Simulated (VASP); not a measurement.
# Pt (Im-3m) in VASP: a series of runs

Runs on Pt. Level: r2SCAN. Tasks: single point.

Everything below comes from runs of VASP 6.6.1. Logs are shortened: lines on timing, memory, paths and dates and some standing lists are left out, and cuts for length are marked.

## Step 1: The cell of the first run

The structure is cubic, space group Im-3m (No. 229). Conventional cell: a = 3.139 Å, b = 3.139 Å, c = 3.139 Å, α = 90.00°, β = 90.00°, γ = 90.00°. Within 3.6 Å of Pt (site symmetry m-3m) lie 14 Pt at 2.72 to 3.14 Å.

This isn't the form of Pt at room conditions, which is fcc.

## Step 2: Single point, r2SCAN

Input file POSCAR:

```
Pt
1.0
   -1.5694863909      1.5694863909      1.5694863909
    1.5694863909     -1.5694863909      1.5694863909
    1.5694863909      1.5694863909     -1.5694863909
Pt
1
Direct
    0.0000000000      0.0000000000      0.0000000000
```

Input file INCAR.step1:

```
SYSTEM = Pt
  ALGO = Normal
  EDIFF = 1E-4
  ENCUT = 520
  GGA = PE
  ISMEAR = 0
  LASPH = .True.
  LCHARG = .False.
  LREAL = .False.
  LWAVE = .True.
  NBANDS = 11
  NELM = 100
  PREC = Accurate
  SIGMA = 0.15
```

Input file INCAR.step2:

```
SYSTEM = Pt
  ALGO = Normal
  EDIFF = 1E-7
  ENCUT = 520
  ISIF = 2
  ISMEAR = 0
  ISTART = 1
  LASPH = .True.
  LCHARG = .False.
  LMIXTAU = .True.
  LREAL = .False.
  LWAVE = .False.
  METAGGA = R2SCAN
  NBANDS = 11
  NELM = 100
  PREC = Accurate
  SIGMA = 0.15
```

Input file KPOINTS:

```
k-points
0
Gamma
  26 26 26
  0 0 0
```

Potentials or basis: VASP PAW PBE potentials, release 64 (Pt).

Run with:

```bash
> cat potpaw_PBE.64/Pt/POTCAR > POTCAR
> cp INCAR.step1 INCAR
> mpirun -np 1 vasp_std > vasp.out
> cp INCAR.step2 INCAR
> mpirun -np 1 vasp_std > vasp.out
```

OUTCAR:

```text
SYSTEM = Pt
   EDIFF = 1E-7
   ENCUT = 520
   ISIF = 2
   ISMEAR = 0
   ISTART = 1
   LASPH = .True.
   LREAL = .False.
   METAGGA = R2SCAN
   NELM = 100
   PREC = Accurate

 ion  position               nearest neighbor table
   1  0.000  0.000  0.000-

  LATTYP: Found a body centered cubic cell.
 ALAT       =     3.1389727818

  Lattice vectors:

 A1 = (  -1.5694863909,   1.5694863909,   1.5694863909)
 A2 = (   1.5694863909,  -1.5694863909,   1.5694863909)
 A3 = (   1.5694863909,   1.5694863909,  -1.5694863909)

Analysis of symmetry for initial positions (statically):
=====================================================================
 Subroutine PRICEL returns:
 Original cell was already a primitive cell.

 Routine SETGRP: Setting up the symmetry group for a
 body centered cubic supercell.

 Subroutine GETGRP returns: Found 48 space group operations
 (whereof 48 operations were pure point group operations)
 out of a pool of 48 trial point group operations.

The static configuration has the point symmetry O_h .

Analysis of symmetry for dynamics (positions and initial velocities):
=====================================================================
 Subroutine PRICEL returns:
 Original cell was already a primitive cell.

 Routine SETGRP: Setting up the symmetry group for a
 body centered cubic supercell.

 Subroutine GETGRP returns: Found 48 space group operations
 (whereof 48 operations were pure point group operations)
 out of a pool of 48 trial point group operations.

The dynamic configuration has the point symmetry O_h .

 Subroutine INISYM returns: Found 48 space group operations
 (whereof 48 operations are pure point group operations),
 and found     1 'primitive' translations

----------------------------------------------------------------------------------------

                                     Primitive cell

  volume of cell :      15.4644

  direct lattice vectors                    reciprocal lattice vectors
    -1.569486391  1.569486391  1.569486391     0.000000000  0.318575556  0.318575556
     1.569486391 -1.569486391  1.569486391     0.318575556  0.000000000  0.318575556
     1.569486391  1.569486391 -1.569486391     0.318575556  0.318575556  0.000000000

  length of vectors
     2.718430171  2.718430171  2.718430171     0.450533872  0.450533872  0.450533872

  position of ions in fractional coordinates (direct lattice)
     0.000000000  0.000000000  0.000000000
[... 81 lines left out ...]
   NFREE  =      0    steps in history (QN), initial steepest desc. (CG)
   ISIF   =      2    stress and relaxation
   ISYM   =      2    0-nonsym 1-usesym 2-fastsym
   POTIM  = 0.5000    time-step for ionic-motion
   TEBEG  =    0.0;   TEEND  =   0.0 temperature during run
   PSTRESS=    0.0 pullay stress
   NELECT =      10.0000    total number of electrons
   NUPDOWN=      -1.0000    fix difference up-down
   EMIN   =  10.00;   EMAX   =-10.00  energy-range for DOS
   EFERMI =   0.00;   METHOD = LEGACY
   ISMEAR =     0;   SIGMA  =   0.15  broadening in eV -4-tet -1-fermi 0-gaus
   EFERMI_NEDOS =   21; number of points for ismear=-14 and -15
   IALGO  =     38    algorithm
   IMIX   =      4    mixing-type and parameters
     AMIX     =   0.40;   BMIX     =  1.00
     AMIX_MAG =   1.60;   BMIX_MAG =  1.00
  volume/ion in A,a.u.               =      15.46       104.36
  Fermi-wavevector in a.u.,A,eV,Ry     =   1.415676  2.675240 27.267970  2.004139
  Thomas-Fermi vector in A             =   2.537090
   LORBIT       =      0    0 simple, 1 ext, 2 COOP (PROOUT), +10 PAW based schemes
   METAGGA = R2SCAN    functional components
   LHFCALC =     F    Hartree Fock is set to
   AEXX    =    0.0000 exact exchange contribution
   IVDW    =     0    specifies the selected vdW correction
   LEPSILON=     F    determine dielectric tensor
   LRPA    =     F    only Hartree local field effects (RPA)
 non-spin polarized calculation
 Gauss-broadening in eV      SIGMA  =   0.15
  energy-cutoff  :      520.00
  volume of cell :       15.46
 maximum number of plane-waves:       430
   NGX = 11   NGY = 11   NGZ = 11

 number of electron       9.9999997 magnetization

 Free energy of the ion-electron system (eV)
  ---------------------------------------------------
  ext. energy  EPLUGINS =         0.00000000
  ---------------------------------------------------
  free energy    TOTEN  =       -51.41477953 eV

  energy without entropy =      -51.40622670  energy(sigma->0) =      -51.41050311

 E-fermi :  10.3575     XC(G=0): -14.4275

 val. band max:       10.3572739100   @ k =  -0.3846  -0.4615   0.1154
 cond. band min:      10.3597644352   @ k =  -0.2692   0.3462   0.1154
 fundamental gap:      0.0024905252
 Fermi energy:        10.3574766132

 k-point     1 :       0.0000    0.0000    0.0000
  band No.  band energies     occupation
      1       0.3750      2.00000
      2       6.6141      2.00000
      3       6.6141      2.00000
      4       6.6141      2.00000
      5       9.1963      2.00000
      6       9.1963      2.00000
      7      28.4284      0.00000
      8      28.4284      0.00000
      9      28.4284      0.00000
     10      39.1202      0.00000
     11      39.1202      0.00000
[... 309 lines left out ...]
 k-point    24 :       0.3846    0.0385    0.0000
  band No.  band energies     occupation
      1       3.4305      2.00000
      2       5.2262      2.00000
      3       8.5706      2.00000
      4       9.2333      2.00000
      5       9.6450      2.00000
      6      11.0548      0.00000
      7      19.2835      0.00000
      8      24.9532      0.00000
      9      28.0743      0.00000
     10      35.5775      0.00000
     11      35.9473      0.00000

 [... further k-points ...]

------------------------ aborting loop because EDIFF is reached ----------------------------------------

  FORCE on cell =-STRESS in cart. coord.  units (eV):
  Direction    XX          YY          ZZ          XY          YZ          ZX
  --------------------------------------------------------------------------------------
  -------------------------------------------------------------------------------------
  Total        0.0773493      0.0773493      0.0773493     -0.0000000     -0.0000000      0.0000000
  in kB        8.0137280      8.0137280      8.0137280     -0.0000000     -0.0000000      0.0000000
  external PRESSURE =       8.0137280 kB  Pullay stress =       0.0000000 kB

 VOLUME and BASIS-vectors are now :
 -----------------------------------------------------------------------------
  energy-cutoff  :      520.00
  volume of cell :       15.46
      direct lattice vectors                 reciprocal lattice vectors
    -1.569486391  1.569486391  1.569486391     0.000000000  0.318575556  0.318575556
     1.569486391 -1.569486391  1.569486391     0.318575556  0.000000000  0.318575556
     1.569486391  1.569486391 -1.569486391     0.318575556  0.318575556  0.000000000

 POSITION                                       TOTAL-FORCE (eV/Angst)
 -----------------------------------------------------------------------------------
      0.00000      0.00000      0.00000         0.000000     -0.000000      0.000000
 -----------------------------------------------------------------------------------
    total drift:                                0.000000     -0.000000      0.000000

  FREE ENERGIE OF THE ION-ELECTRON SYSTEM (eV)
  ---------------------------------------------------
  free  energy   TOTEN  =       -51.4147795275 eV

  energy  without entropy=      -51.4062266986  energy(sigma->0) =      -51.41050311
```

OUTCAR.step1:

```text
SYSTEM = Pt
   EDIFF = 1E-4
   ENCUT = 520
   GGA = PE
   ISMEAR = 0
   LASPH = .True.
[... 555 lines left out ...]
 -----------------------------------------------------------------------------------
      0.00000      0.00000      0.00000         0.000000     -0.000000     -0.000000
 -----------------------------------------------------------------------------------
    total drift:                                0.000000     -0.000000      0.000000

  FREE ENERGIE OF THE ION-ELECTRON SYSTEM (eV)
  ---------------------------------------------------
  free  energy   TOTEN  =        -6.0034191339 eV

  energy  without entropy=       -5.9938229435  energy(sigma->0) =       -5.99862104
```

Wall time 1.7 min (1 thread of Intel Xeon 6975P-C (Granite Rapids), shared host); peak memory 0.2 GiB.

What came out:

```
Free energy            : -51.4148 eV
Pressure               : 0.8 GPa
Band gap on the k mesh : zero (bands 5 and 6 overlap by 2.42 eV)
```

Caveat: the PAW data sets were made with another functional, which shifts forces and pressure a little; spin-orbit coupling is left out, which moves the levels of the heavy elements.

## Step 3: Single point, r2SCAN

POSCAR is that of step 2.

Input file INCAR.step1:

```
SYSTEM = Pt
ALGO     = Normal         ! electronic algorithm
EDIFF    = 1E-4           ! SCF threshold, eV
ENCUT    = 520            ! plane-wave cutoff, eV
GGA      = PE             ! functional
ISMEAR   = 0              ! smearing method
LASPH    = .True.         ! aspherical terms in the spheres
LCHARG   = .False.        ! write CHGCAR
LREAL    = .False.        ! projectors in reciprocal space
LWAVE    = .True.         ! write WAVECAR
NBANDS   = 11             ! bands
NELM     = 100            ! most SCF steps
PREC     = Accurate       ! precision mode
SIGMA    = 0.15           ! smearing width, eV
```

Input file INCAR.step2:

```
SYSTEM = Pt
ALGO     = Normal         ! electronic algorithm
EDIFF    = 1E-7           ! SCF threshold, eV
ENCUT    = 520            ! plane-wave cutoff, eV
ISIF     = 2              ! what is computed and relaxed
ISMEAR   = 0              ! smearing method
ISTART   = 1            
LASPH    = .True.         ! aspherical terms in the spheres
LCHARG   = .False.        ! write CHGCAR
LMIXTAU  = .True.       
LREAL    = .False.        ! projectors in reciprocal space
LWAVE    = .False.        ! write WAVECAR
METAGGA  = R2SCAN         ! meta-GGA
NBANDS   = 11             ! bands
NELM     = 100            ! most SCF steps
PREC     = Accurate       ! precision mode
SIGMA    = 0.15           ! smearing width, eV
```

Input file KPOINTS:

```
k-points
0
Gamma
  30 30 30
  0 0 0
```

Potentials or basis: VASP PAW PBE potentials, release 64 (Pt).

Run with:

```bash
> cat potpaw_PBE.64/Pt/POTCAR > POTCAR
> cp INCAR.step1 INCAR
> mpirun -np 1 vasp_std > vasp.out
> cp INCAR.step2 INCAR
> mpirun -np 1 vasp_std > vasp.out
```

OUTCAR:

```text
SYSTEM = Pt
   EDIFF = 1E-7
   ENCUT = 520
   ISIF = 2
   ISMEAR = 0
   ISTART = 1
   LASPH = .True.
   LREAL = .False.
   METAGGA = R2SCAN
   NELM = 100
   PREC = Accurate

 ion  position               nearest neighbor table
   1  0.000  0.000  0.000-

  LATTYP: Found a body centered cubic cell.
 ALAT       =     3.1389727818

  Lattice vectors:

 A1 = (  -1.5694863909,   1.5694863909,   1.5694863909)
 A2 = (   1.5694863909,  -1.5694863909,   1.5694863909)
 A3 = (   1.5694863909,   1.5694863909,  -1.5694863909)

Analysis of symmetry for initial positions (statically):
=====================================================================
 Subroutine PRICEL returns:
 Original cell was already a primitive cell.

 Routine SETGRP: Setting up the symmetry group for a
 body centered cubic supercell.

 Subroutine GETGRP returns: Found 48 space group operations
 (whereof 48 operations were pure point group operations)
 out of a pool of 48 trial point group operations.

The static configuration has the point symmetry O_h .

Analysis of symmetry for dynamics (positions and initial velocities):
=====================================================================
 Subroutine PRICEL returns:
 Original cell was already a primitive cell.

 Routine SETGRP: Setting up the symmetry group for a
 body centered cubic supercell.

 Subroutine GETGRP returns: Found 48 space group operations
 (whereof 48 operations were pure point group operations)
 out of a pool of 48 trial point group operations.

The dynamic configuration has the point symmetry O_h .

 Subroutine INISYM returns: Found 48 space group operations
 (whereof 48 operations are pure point group operations),
 and found     1 'primitive' translations

----------------------------------------------------------------------------------------

                                     Primitive cell

[... 112 lines left out ...]
   LORBIT       =      0    0 simple, 1 ext, 2 COOP (PROOUT), +10 PAW based schemes
   METAGGA = R2SCAN    functional components
   LHFCALC =     F    Hartree Fock is set to
   AEXX    =    0.0000 exact exchange contribution
   IVDW    =     0    specifies the selected vdW correction
   LEPSILON=     F    determine dielectric tensor
   LRPA    =     F    only Hartree local field effects (RPA)
 non-spin polarized calculation
 Gauss-broadening in eV      SIGMA  =   0.15
  energy-cutoff  :      520.00
  volume of cell :       15.46
 maximum number of plane-waves:       430
   NGX = 11   NGY = 11   NGZ = 11

 number of electron       9.9999997 magnetization

 Free energy of the ion-electron system (eV)
  ---------------------------------------------------
  ext. energy  EPLUGINS =         0.00000000
  ---------------------------------------------------
  free energy    TOTEN  =       -51.41251621 eV

  energy without entropy =      -51.40104556  energy(sigma->0) =      -51.40678089

 E-fermi :  10.3407     XC(G=0): -14.4279

 val. band max:       10.3383199821   @ k =  -0.3667   0.4000   0.1667
 cond. band min:      10.3407378514   @ k =  -0.3667   0.4333   0.2333
 fundamental gap:      0.0024178693
 Fermi energy:        10.3407130995

 k-point     1 :       0.0000    0.0000    0.0000
  band No.  band energies     occupation
      1       0.3748      2.00000
      2       6.6143      2.00000
      3       6.6143      2.00000
      4       6.6143      2.00000
      5       9.1965      2.00000
      6       9.1965      2.00000
      7      28.4287      0.00000
      8      28.4287      0.00000
      9      28.4287      0.00000
     10      39.1179      0.00000
     11      39.1179      0.00000
[... 309 lines left out ...]
 k-point    24 :       0.2667    0.0333    0.0000
  band No.  band energies     occupation
      1       2.9827      2.00000
      2       5.6531      2.00000
      3       6.8354      2.00000
      4       8.7837      2.00000
      5       9.1980      2.00000
      6       9.3592      2.00000
      7      24.3585      0.00000
      8      26.7621      0.00000
      9      31.5164      0.00000
     10      32.7712      0.00000
     11      35.0216      0.00000

 [... further k-points ...]

------------------------ aborting loop because EDIFF is reached ----------------------------------------

  FORCE on cell =-STRESS in cart. coord.  units (eV):
  Direction    XX          YY          ZZ          XY          YZ          ZX
  --------------------------------------------------------------------------------------
  -------------------------------------------------------------------------------------
  Total        0.0834464      0.0834464      0.0834464     -0.0000000      0.0000000     -0.0000000
  in kB        8.6454093      8.6454093      8.6454093     -0.0000000      0.0000000     -0.0000000
  external PRESSURE =       8.6454093 kB  Pullay stress =       0.0000000 kB

 VOLUME and BASIS-vectors are now :
 -----------------------------------------------------------------------------
  energy-cutoff  :      520.00
  volume of cell :       15.46
      direct lattice vectors                 reciprocal lattice vectors
    -1.569486391  1.569486391  1.569486391     0.000000000  0.318575556  0.318575556
     1.569486391 -1.569486391  1.569486391     0.318575556  0.000000000  0.318575556
     1.569486391  1.569486391 -1.569486391     0.318575556  0.318575556  0.000000000

 POSITION                                       TOTAL-FORCE (eV/Angst)
 -----------------------------------------------------------------------------------
      0.00000      0.00000      0.00000         0.000000      0.000000      0.000000
 -----------------------------------------------------------------------------------
    total drift:                                0.000000     -0.000000      0.000000

  FREE ENERGIE OF THE ION-ELECTRON SYSTEM (eV)
  ---------------------------------------------------
  free  energy   TOTEN  =       -51.4125162148 eV

  energy  without entropy=      -51.4010455562  energy(sigma->0) =      -51.40678089
```

Run time: 2.4 min. Hardware: 1 thread of Intel Xeon 6975P-C (Granite Rapids), shared host; peak memory 0.23 GiB.

Results:

```yaml
Free_energy: -51.4125 eV
Pressure: 0.9 GPa
Band_gap_on_the_k_mesh: zero (bands 5 and 6 overlap by 2.42 eV)
```

Caveat: the PAW data sets were made with another functional, which shifts forces and pressure a little; spin-orbit coupling is left out, which moves the levels of the heavy elements.
